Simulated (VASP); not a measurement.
Set up this calculation in VASP 6.6.1, as the native input.

* Task: single point
* Functional: PBE
* Potentials or basis: VASP PAW PBE potentials, release 64 (Ta_pv, N)
* Cutoff: 520 eV
* k mesh: 11 × 11 × 11
* Occupations: methfessel-paxton, width 0.15 eV
* Spin: no spin polarisation
* Dipole correction: no
* Further INCAR settings: ALGO = Normal; EDIFF = 1e-06; NBANDS = 15

The structure of TaN lies in POSCAR:

```
TaN
1.0
    0.0000000000      2.1495504440      2.1495504440
    2.1495504440      0.0000000000      2.1495504440
    2.1495504440      2.1495504440      0.0000000000
Ta N
1 1
Direct
    0.5000000000      0.5000000000      0.5000000000
    0.0000000000      0.0000000000      0.0000000000
```

These files were run (other wordings do the same):

INCAR

```
SYSTEM = TaN
PREC = Accurate ; ENCUT = 520
EDIFF = 1E-6 ; ISMEAR = 1
SIGMA = 0.15 ; LREAL = .FALSE.
LASPH = .TRUE. ; NELM = 100
ALGO = Normal ; ISIF = 2
LWAVE = .FALSE. ; LCHARG = .FALSE.
GGA = PE ; NBANDS = 15
```

KPOINTS

```
regular mesh
0
G
  11 11 11
  0 0 0
```

Potentials or basis: VASP PAW PBE potentials, release 64 (Ta_pv, N).

Run with:

```bash
$ cat potpaw_PBE.64/Ta_pv/POTCAR potpaw_PBE.64/N/POTCAR > POTCAR
$ mpirun -np 1 vasp_std > vasp.out
```

It gave:

* Pressure: 33.2 GPa
* Band gap on the k mesh: zero (band 8 reaches 12.19 eV, above the bottom of band 9 at 8.03 eV)

Caveat: spin-orbit coupling is left out, which moves the levels of the heavy elements.

Wall time 9.4 s on 1 thread of Intel(R) Xeon(R) Platinum 8488C (Sapphire Rapids) (shared host), peak memory 0.15 GiB.
